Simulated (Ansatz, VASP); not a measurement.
## One calculation of PbSe, two programs

```
CELL_PARAMETERS angstrom
0.00000 3.14783 3.14783
3.14783 0.00000 3.14783
3.14783 3.14783 0.00000
ATOMIC_POSITIONS crystal
Pb 0.00000 0.00000 0.00000
Se 0.50000 0.50000 0.50000
```

Alike in both runs: functional RPBE; k mesh 6 × 6 × 6; no spin polarisation.

Ansatz relaxed the structure, and its values are those at the end. VASP's run is a single point on that final structure, the one shown.

|  | VASP | Ansatz |
| --- | --- | --- |
| version | VASP 6.6.1 | Ansatz 0.2.0 |
| potentials or method | VASP PAW PBE potentials, release 64 (Pb_d, Se) | plane waves, PAW |
| plane-wave cutoff (eV) | 500 | 420 |
| occupations | gaussian, width 0.01 eV | fixed |
| valence electrons in the cell | 20 | 30 |

```csv
,VASP,Ansatz,Ansatz less VASP
pressure (GPa),0.0,0.0,+0.02
```

VASP's potentials were made for PBE, not for RPBE. VASP's potentials hold 20 valence electrons a cell and Ansatz's 30, so a difference there can come from the potentials and not from the codes. Ansatz's warnings: stress scf threshold loose.

Spin-orbit coupling is off throughout.
